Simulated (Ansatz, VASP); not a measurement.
# BN in VASP and in Ansatz

Contents of INCAR:

```
SYSTEM = BN
ALGO     = Normal         ! electronic algorithm
EDIFF    = 1E-6           ! SCF threshold, eV
ENCUT    = 600            ! plane-wave cutoff, eV
GGA      = CA             ! functional
GGA_COMPAT= .False.      
ISIF     = 2              ! what is computed and relaxed
ISMEAR   = -1             ! smearing method
LASPH    = .True.         ! aspherical terms in the spheres
LCHARG   = .False.        ! write CHGCAR
LREAL    = .False.        ! projectors in reciprocal space
LWAVE    = .False.        ! write WAVECAR
NBANDS   = 11             ! bands
NELM     = 120            ! most SCF steps
PREC     = Accurate       ! precision mode
SIGMA    = 0.05           ! smearing width, eV
```

Contents of KPOINTS:

```
k-points
0
Gamma
  15 15 15
  0 0 0
```

POSCAR

```
BN
1.0
    0.0000000000      1.7297045237      1.7297045237
    1.7297045237      0.0000000000      1.7297045237
    1.7297045237      1.7297045237      0.0000000000
B N
1 1
Direct
    0.0000000000      0.0000000000      0.0000000000
    0.5000000000      0.5000000000      0.5000000000
```

Input for Ansatz:

```yaml
crystal:
  lattice:
    - [0.0, 1.7297045237, 1.7297045237]
    - [1.7297045237, 0.0, 1.7297045237]
    - [1.7297045237, 1.7297045237, 0.0]
  atoms:
    - { symbol: B, position: [0.0, 0.0, 0.0] }
    - { symbol: "N", position: [0.5, 0.5, 0.5] }
kpoints:
  mp_grid: { grid: [15, 15, 15] }
  band_path:
    path:
      - [0.0, 0.0, 0.0]
      - [0.5, 0.0, 0.5]
      - [0.625, 0.25, 0.625]
      - [0.375, 0.375, 0.75]
      - [0.0, 0.0, 0.0]
      - [0.5, 0.5, 0.5]
      - [0.5, 0.25, 0.75]
      - [0.5, 0.0, 0.5]
    npoints: 14
scf:
  occupations: { method: fermi_dirac, width: 0.05 }
hamiltonian:
  xc: lda
  pseudopotentials: { kind: all_electron, lapw: { basis_error: 0.001 } }
output:
  forces: true
  stress: true
  eigenvalues: true
  populations: true
  dos: { projected: true, de: 0.2, e_range: [-14, 8] }
```

Alike in both runs: task single point; functional LDA; k mesh 15 × 15 × 15; occupations fermi-dirac, width 0.05 eV; no spin polarisation.

|  | VASP | Ansatz |
| --- | --- | --- |
| version | VASP 6.6.1 | Ansatz 0.2.0 |
| potentials or method | VASP PAW LDA potentials, release 64 (B, N), cutoff 600 eV | all-electron LAPW, scalar-relativistic |

Ansatz gave:

| Item | Value |
| --- | --- |
| pressure (GPa) | 0.2 |

**Question.** Estimate VASP's values.

**Answer.** Pressure (GPa): 0.7.

LDA's correlation is that of Perdew and Zunger in VASP and of Perdew and Wang (1992) in Ansatz. Ansatz ran all-electron here, and VASP with PAW potentials.
